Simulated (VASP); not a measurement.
The system is Zn4SnN.

```
Zn Sn N
1.0
     0.00000    3.58920    3.58920
     3.58920    0.00000    3.58920
     3.58920    3.58920    0.00000
Zn Sn N
4 1 1
Direct
  0.37211 0.87596 0.87596
  0.87596 0.37211 0.87596
  0.87596 0.87596 0.37211
  0.87596 0.87596 0.87596
  0.50000 0.50000 0.50000
  0.25000 0.25000 0.25000
```

The cell was built from a structure type or drawn by symmetry, and may not be a known phase.

| Item | Value |
| --- | --- |
| Program | VASP 6.6.1 |
| Task | relaxation of cell and atoms |
| Functional | PBE |
| Potentials or basis | VASP PAW PBE potentials, release 64 (Zn, Sn_d, N) |
| Cutoff | 600 eV |
| k mesh | 10 × 10 × 10 |
| Occupations | gaussian, width 0.1 eV |
| Spin | no spin polarisation |

At the start: pressure 3.2 GPa; volume 15.41 Å³/atom.

Problem. Where does the relaxation end?

Solution. Over 3 steps the energy falls by 6.2 meV/atom and the volume is 16.05 Å³/atom (+4.1 %); space group F-43m (No. 216, to 0.1 Å) before and after.

The path:
```
step  energy change (eV)  largest force (eV/Å)  pressure (GPa)  volume (Å³)
   1              0.0000                0.0655            3.23        92.47
   2             -0.0368                0.0082           -0.31        96.70
   3             -0.0372                0.0018            0.05        96.28
```

Final structure:
```
Zn Sn N
1.0
     0.00000    3.63777    3.63777
     3.63777    0.00000    3.63777
     3.63777    3.63777    0.00000
Zn Sn N
4 1 1
Direct
  0.37280 0.87573 0.87573
  0.87573 0.37280 0.87573
  0.87573 0.87573 0.37280
  0.87573 0.87573 0.87573
  0.50000 0.50000 0.50000
  0.25000 0.25000 0.25000
```
